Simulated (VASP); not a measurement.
Sb: single point with r2SCAN

Sb:

```
Sb
1.0
     2.17060    1.25320    3.87109
    -2.17060    1.25320    3.87109
     0.00000   -2.50640    3.87109
Sb
2
Direct
  0.23130 0.23130 0.23130
  0.76870 0.76870 0.76870
```

```json
{"Program": "VASP 6.6.1", "Task": "single point", "Functional": "r2SCAN", "Potentials or basis": "VASP PAW PBE potentials, release 64 (Sb)", "Cutoff": "520 eV", "k mesh": "9 × 9 × 9", "Occupations": "fermi-dirac, width 0.03 eV", "Spin": "no spin polarisation", "Dipole correction": "no", "Further INCAR settings": "ALGO = Normal; EDIFF = 1e-06; NBANDS = 12"}
```

* Pressure: 0.1 GPa
* Largest force: 0.048 eV/Å
* Band gap on the k mesh: 0.13 eV, indirect (least direct gap 0.58 eV)

Forces in eV/Å, atoms in the order of the input:
```
Sb   0.000  0.000  0.048
Sb   0.000  0.000 -0.048
```

Stress tensor (GPa, compression positive):
```
0.18 0.00 0.00
0.00 0.18 0.00
0.00 0.00 0.05
```

Levels at points of the mesh, in eV from the valence-band top:
| k point | band 2 | band 3 | band 4 | band 5 | band 6 | band 7 | band 8 | band 9 |
| --- | --- | --- | --- | --- | --- | --- | --- | --- |
| (0.00, 0.00, 0.00) | -5.02 | -2.19 | -1.88 | -1.88 | 1.94 | 2.68 | 2.68 | 5.63 |

Wall time 2.9 min on 1 thread of Intel(R) Xeon(R) Platinum 8259CL CPU @ 2.50GHz (Skylake/Cascade Lake), on a shared host, peak memory 0.24 GiB.

Caveat: the PAW data sets were made with another functional, which shifts forces and pressure a little; spin-orbit coupling is left out, which moves the levels of the heavy elements. A k mesh can miss the band edges.
